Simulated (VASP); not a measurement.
# As (R-3m) in VASP: notebook, part 3 of 3

VASP 6.6.1. The steps go on from the part before.

## (4) Single point, PBE, non-collinear spin, zero start, spin-orbit coupling

This run uses another cell than the first one, of 22.65 Å³/atom, 0.926 times its volume.

The input, INCAR:

```
SYSTEM = As
PREC     = Accurate       ! precision mode
ENCUT    = 520            ! plane-wave cutoff, eV
EDIFF    = 1E-7           ! SCF threshold, eV
ISMEAR   = -1             ! smearing method
SIGMA    = 0.1            ! smearing width, eV
LREAL    = .False.        ! projectors in reciprocal space
LASPH    = .True.         ! aspherical terms in the spheres
NELM     = 150            ! most SCF steps
ALGO     = Normal         ! electronic algorithm
ISIF     = 2              ! what is computed and relaxed
LWAVE    = .False.        ! write WAVECAR
LCHARG   = .False.        ! write CHGCAR
MAGMOM   = 0 0 0 0 0 0    ! initial moments
LORBIT   = 11             ! projections on sites
LSORBIT  = .True.         ! spin-orbit coupling
GGA_COMPAT= .False.      
LORBMOM  = .True.       
GGA      = PE             ! functional
NBANDS   = 22             ! bands
```

The input, KPOINTS:

```
regular mesh
0
Gamma
  10 10 10
  0 0 0
```

The input, POSCAR:

```
As
1.0
    1.9036109523      1.0990502958      3.6081612956
   -1.9036109523      1.0990502958      3.6081612956
    0.0000000000     -2.1981005915      3.6081612956
As
2
Direct
    0.7737100447      0.7737100447      0.7737100447
    0.2262899553      0.2262899553      0.2262899553
```

Potentials or basis: VASP PAW PBE potentials, release 64 (As).

Launch:

```
$ cat potpaw_PBE.64/As/POTCAR > POTCAR
$ mpirun -np 1 vasp_ncl > vasp.out
```

OUTCAR:

```text
SYSTEM = As
   PREC = Accurate
   ENCUT = 520
   EDIFF = 1E-7
   ISMEAR = -1
   LREAL = .False.
   LASPH = .True.
   NELM = 150
   ISIF = 2
   LORBIT = 11
   LSORBIT = .True.
   GGA = PE

 ion  position               nearest neighbor table
   1  0.774  0.774  0.774-   2 2.55   2 2.55   2 2.55
   2  0.226  0.226  0.226-   1 2.55   1 2.55   1 2.55

  LATTYP: Found a trigonal (rhomboedric) cell.
 ALAT       =     4.2249821474
 COS(alpha) =     0.5939900948

  Lattice vectors:

 A1 = (   1.9036109523,   1.0990502958,   3.6081612956)
 A2 = (  -1.9036109523,   1.0990502958,   3.6081612956)
 A3 = (   0.0000000000,  -2.1981005915,   3.6081612956)

Analysis of symmetry for initial positions (statically):
=====================================================================
 Subroutine PRICEL returns:
 Original cell was already a primitive cell.

 Routine SETGRP: Setting up the symmetry group for a
 trigonal (rhombohedral) supercell.

 Subroutine GETGRP returns: Found 12 space group operations
 (whereof 12 operations were pure point group operations)
 out of a pool of 12 trial point group operations.

The static configuration has the point symmetry D_3d.

Analysis of symmetry for dynamics (positions and initial velocities):
=====================================================================
 Subroutine PRICEL returns:
 Original cell was already a primitive cell.

 Routine SETGRP: Setting up the symmetry group for a
 trigonal (rhombohedral) supercell.

 Subroutine GETGRP returns: Found 12 space group operations
 (whereof 12 operations were pure point group operations)
 out of a pool of 12 trial point group operations.

The dynamic configuration has the point symmetry D_3d.

Analysis of structural, dynamic, and magnetic symmetry:
=====================================================================
 Subroutine PRICEL returns:
 Original cell was already a primitive cell.

 Routine SETGRP: Setting up the symmetry group for a
 trigonal (rhombohedral) supercell.

 Subroutine GETGRP returns: Found 12 space group operations
 (whereof 12 operations were pure point group operations)
 out of a pool of 12 trial point group operations.

The overall configuration has the point symmetry D_3d.

 Subroutine INISYM returns: Found 12 space group operations
 (whereof 12 operations are pure point group operations),
 and found     1 'primitive' translations

----------------------------------------------------------------------------------------

                                     Primitive cell

  volume of cell :      45.2932

  direct lattice vectors                    reciprocal lattice vectors
     1.903610952  1.099050296  3.608161296     0.262658712  0.151646078  0.092383158
    -1.903610952  1.099050296  3.608161296    -0.262658712  0.151646078  0.092383158
     0.000000000 -2.198100591  3.608161296     0.000000000 -0.303292156  0.092383158

  length of vectors
     4.224982147  4.224982147  4.224982147     0.317050121  0.317050121  0.317050121

  position of ions in fractional coordinates (direct lattice)
     0.773710045  0.773710045  0.773710045
     0.226289955  0.226289955  0.226289955
[... 733 lines left out ...]

 [... further k-points ...]
[... 5 lines left out ...]
  --------------------------------------------------------------------------------------
  -------------------------------------------------------------------------------------
  Total        0.0897547      0.0897547      0.0544711      0.0000000      0.0000000      0.0000000
  in kB        3.1749348      3.1749348      1.9268314      0.0000000      0.0000000      0.0000000
  external PRESSURE =       2.7589003 kB  Pullay stress =       0.0000000 kB

 VOLUME and BASIS-vectors are now :
 -----------------------------------------------------------------------------
  energy-cutoff  :      520.00
  volume of cell :       45.29
      direct lattice vectors                 reciprocal lattice vectors
     1.903610952  1.099050296  3.608161296     0.262658712  0.151646078  0.092383158
    -1.903610952  1.099050296  3.608161296    -0.262658712  0.151646078  0.092383158
     0.000000000 -2.198100591  3.608161296     0.000000000 -0.303292156  0.092383158

 POSITION                                       TOTAL-FORCE (eV/Angst)
 -----------------------------------------------------------------------------------
      0.00000      0.00000      8.37501         0.000000     -0.000000     -0.048749
      0.00000      0.00000      2.44947         0.000000      0.000000      0.048749
 -----------------------------------------------------------------------------------
    total drift:                                0.000000      0.000000      0.000000

  FREE ENERGIE OF THE ION-ELECTRON SYSTEM (eV)
  ---------------------------------------------------
  free  energy   TOTEN  =        -9.3759043802 eV

  energy  without entropy=       -9.3687418302  energy(sigma->0) =       -9.37232311

 orbital moment (x)

 # of ion     p       d       tot
 ----------------------------------------
  1         0.000   0.000   0.000
  2         0.000   0.000   0.000
 ----------------------------------------
            0.000   0.000   0.000

 orbital moment (y)

 # of ion     p       d       tot
 ----------------------------------------
  1         0.000   0.000   0.000
  2         0.000   0.000   0.000
 ----------------------------------------
            0.000   0.000   0.000

 orbital moment (z)

 # of ion     p       d       tot
 ----------------------------------------
  1         0.000   0.000   0.000
  2         0.000   0.000   0.000
 ----------------------------------------
            0.000   0.000   0.000

 Spin-Orbit-Coupling matrix elements

 Ion:    1  E_soc:     -0.0263543
 l=   1
     0.0000000    -0.0044652    -0.0042372
    -0.0044652     0.0000000    -0.0044652
    -0.0042372    -0.0044652     0.0000000
 l=   2
     0.0000000    -0.0000004     0.0000000    -0.0000004    -0.0000039
    -0.0000004     0.0000000    -0.0000022     0.0000004    -0.0000004
     0.0000000    -0.0000022     0.0000000    -0.0000022     0.0000000
    -0.0000004     0.0000004    -0.0000022     0.0000000    -0.0000004
    -0.0000039    -0.0000004     0.0000000    -0.0000004     0.0000000
 l=   3
     0.0000000     0.0000000     0.0000000     0.0000000     0.0000000     0.0000000     0.0000000
     0.0000000     0.0000000     0.0000000     0.0000000     0.0000000     0.0000000     0.0000000
     0.0000000     0.0000000     0.0000000     0.0000000     0.0000000     0.0000000     0.0000000
     0.0000000     0.0000000     0.0000000     0.0000000     0.0000000     0.0000000     0.0000000
     0.0000000     0.0000000     0.0000000     0.0000000     0.0000000     0.0000000     0.0000000
     0.0000000     0.0000000     0.0000000     0.0000000     0.0000000     0.0000000     0.0000000
     0.0000000     0.0000000     0.0000000     0.0000000     0.0000000     0.0000000     0.0000000

 Ion:    2  E_soc:     -0.0263543
 l=   1
     0.0000000    -0.0044652    -0.0042372
    -0.0044652     0.0000000    -0.0044652
    -0.0042372    -0.0044652     0.0000000
 l=   2
     0.0000000    -0.0000004     0.0000000    -0.0000004    -0.0000039
    -0.0000004     0.0000000    -0.0000022     0.0000004    -0.0000004
     0.0000000    -0.0000022     0.0000000    -0.0000022     0.0000000
    -0.0000004     0.0000004    -0.0000022     0.0000000    -0.0000004
    -0.0000039    -0.0000004     0.0000000    -0.0000004     0.0000000
 l=   3
     0.0000000     0.0000000     0.0000000     0.0000000     0.0000000     0.0000000     0.0000000
     0.0000000     0.0000000     0.0000000     0.0000000     0.0000000     0.0000000     0.0000000
     0.0000000     0.0000000     0.0000000     0.0000000     0.0000000     0.0000000     0.0000000
     0.0000000     0.0000000     0.0000000     0.0000000     0.0000000     0.0000000     0.0000000
     0.0000000     0.0000000     0.0000000     0.0000000     0.0000000     0.0000000     0.0000000
     0.0000000     0.0000000     0.0000000     0.0000000     0.0000000     0.0000000     0.0000000
     0.0000000     0.0000000     0.0000000     0.0000000     0.0000000     0.0000000     0.0000000

 total charge

# of ion       s       p       d       tot
------------------------------------------
    1        1.303   1.336   0.044   2.683
    2        1.303   1.336   0.044   2.683
--------------------------------------------------
tot          2.607   2.673   0.087   5.367

 magnetization (x)

# of ion       s       p       d       tot
------------------------------------------
    1        0.000  -0.000  -0.000  -0.000
    2        0.000  -0.000  -0.000  -0.000
--------------------------------------------------
tot          0.000  -0.000  -0.000  -0.000

 magnetization (y)

# of ion       s       p       d       tot
------------------------------------------
    1        0.000   0.000   0.000   0.000
    2        0.000   0.000   0.000   0.000
--------------------------------------------------
tot          0.000   0.000   0.000   0.000

 magnetization (z)

# of ion       s       p       d       tot
------------------------------------------
    1        0.000   0.000   0.000   0.000
    2        0.000   0.000   0.000   0.000
--------------------------------------------------
tot          0.000   0.000   0.000   0.000
```

Run time: 2.2 min. Hardware: 1 thread of AMD EPYC 9R45 (Zen 5), shared host; peak memory 0.37 GiB.

Results:

```
Free energy                                           : -9.3759 eV
Pressure                                              : 0.3 GPa
Largest force                                         : 0.049 eV/Å
Net moment                                            : 0.00 μB per cell
Valence electrons inside the program's atomic spheres : As 2.68
```

Forces in eV/Å, atoms in the order of the input:
```
As   0.000  0.000 -0.049
As   0.000  0.000  0.049
```

Moments on the atoms (μB; x, y, z):
```
As  0.00 0.00 0.00
As  0.00 0.00 0.00
```

## (5) Overview

```tsv
spin	cell	k mesh	gap on the mesh (eV)	pressure (GPa)	largest force (eV/Å)
off	a = 4.335 Å, angles 53.6°, 2 atoms	16 × 16 × 16	none	-4.2	0.43
off	a = 4.388 Å, angles 53.6°, 2 atoms	16 × 16 × 16	none	-5.9	0.61
non-collinear, zero start, SOC	a = 4.225 Å, angles 53.6°, 2 atoms	10 × 10 × 10	-	0.3	0.05
```

Alike in all rows: task single point; level PBE; potentials or basis VASP PAW PBE potentials, release 64 (As); cutoff (eV) 520; smearing fermi-dirac 0.1 eV.

Total energies depend on the potentials used, so only differences within one code and one set of settings carry meaning.
